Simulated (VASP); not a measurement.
Here is a VASP 6.6.1 calculation.

INCAR

```
SYSTEM = Ti
PREC = Accurate
ENCUT = 520
EDIFF = 1E-6
ISMEAR = -1
SIGMA = 0.1
LREAL = .False.
LASPH = .True.
NELM = 100
ALGO = Normal
ISIF = 2
LWAVE = .False.
LCHARG = .True.
GGA = PS
LELF = .True.
LVHAR = .True.
NBANDS = 25
```

KPOINTS

```
regular mesh
0
Gamma
  9 9 12
  0 0 0
```

Contents of POSCAR:

```
Ti
1.0
    4.5233333333      0.0000000000      0.0000000000
   -2.2616666667      3.9173215790      0.0000000000
    0.0000000000      0.0000000000      2.8200000000
Ti
3
Direct
    0.0000000000      0.0000000000      0.0000000000
    0.3333333333      0.6666666667      0.5000000000
    0.6666666667      0.3333333333      0.5000000000
```

Potentials or basis: VASP PAW PBE potentials, release 64 (Ti_sv).

Command:

```sh
$ cat potpaw_PBE.64/Ti_sv/POTCAR > POTCAR
$ mpirun -np 1 vasp_std > vasp.out
```

(1) Predict the band gap on the k mesh.

(2) What does it give for the pressure?

Results:

(1) zero (bands 18 and 19 overlap by 0.33 eV).

(2) -1.5 GPa.

Caveat: the PAW data sets were made with another functional, which shifts forces and pressure a little.
